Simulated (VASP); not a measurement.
Write the native input for VASP 6.6.1 that does the following.

* Task: single point
* Functional: PBEsol
* Potentials or basis: VASP PAW PBE potentials, release 64 (C, Si)
* Cutoff: 600 eV
* k mesh: 6 × 8 × 4
* Occupations: gaussian, width 0.1 eV
* Spin: no spin polarisation
* Dipole correction: no
* Further INCAR settings: ALGO = Normal; EDIFF = 1e-06; NBANDS = 16

The structure of SiC (kn) lies in POSCAR:

```
SiC
1.0
    0.0000000000     -2.4198661719     -2.4198661719
    0.0000000000      1.8332835198     -1.8332835198
    4.7579190318      0.0000000000      0.0000000000
C Si
2 2
Direct
    0.5000000000      0.5000000000      0.4656113175
    0.5000000000      0.0000000000      0.2843886825
    0.0000000000      0.0000000000      0.0881053771
    0.0000000000      0.5000000000      0.6618946229
```

These files were run (other wordings do the same):

INCAR

```
SYSTEM = SiC
ALGO = Normal ; EDIFF = 1E-6
ENCUT = 600 ; GGA = PS
GGA_COMPAT = .False. ; ISIF = 2
ISMEAR = 0 ; LASPH = .True.
LCHARG = .False. ; LREAL = .False.
LWAVE = .False. ; NBANDS = 16
NELM = 120 ; PREC = Accurate
SIGMA = 0.1
```

KPOINTS

```
k-points
0
Gamma
  6 8 4
  0 0 0
```

Potentials or basis: VASP PAW PBE potentials, release 64 (C, Si).

Run with:

```console
$ cat potpaw_PBE.64/C/POTCAR potpaw_PBE.64/Si/POTCAR > POTCAR
$ mpirun -np 1 vasp_std > vasp.out
```

Results of the run:

```json
{
 "Pressure": "0.5 GPa",
 "Largest force": "0.148 eV/Å",
 "Band gap on the k mesh": "zero (band 8 reaches 13.19 eV, above the bottom of band 9 at 8.56 eV)"
}
```

Caveat: the PAW data sets were made with another functional, which shifts forces and pressure a little.

Run time: 32 s on 1 thread of Intel Xeon 6975P-C, on a shared host, peak memory 0.19 GiB.
